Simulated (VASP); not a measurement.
Here is a VASP 6.6.1 calculation.

INCAR

```
SYSTEM = Pb
PREC = Accurate ; ENCUT = 520
EDIFF = 1E-7 ; ISMEAR = 0
SIGMA = 0.1 ; LREAL = .FALSE.
LASPH = .TRUE. ; NELM = 100
ALGO = Fast ; ISIF = 2
LWAVE = .FALSE. ; LCHARG = .FALSE.
GGA = PE ; NBANDS = 21
```

File KPOINTS:

```
regular mesh
0
G
  15 15 8
  0 0 0
```

POSCAR

```
Pb
1.0
    3.4700130886      0.0000000000      0.0000000000
   -1.7350065443      3.0051194862      0.0000000000
    0.0000000000      0.0000000000      5.2385567000
Pb
2
Direct
    0.3333333333      0.6666666667      0.2500000000
    0.6666666667      0.3333333333      0.7500000000
```

Potentials or basis: VASP PAW PBE potentials, release 64 (Pb_d).

Launch:

```console
$ cat potpaw_PBE.64/Pb_d/POTCAR > POTCAR
$ mpirun -np 1 vasp_std > vasp.out
```

(1) Estimate the pressure.

(2) Predict the band gap on the k mesh.

Answers

(1) 9.1 GPa.

(2) zero (bands 14 and 15 overlap by 7.92 eV).

Caveat: the cell differs from its parent crystal (strained); the cell stands under pressure; spin-orbit coupling is left out, which moves the levels of the heavy elements.
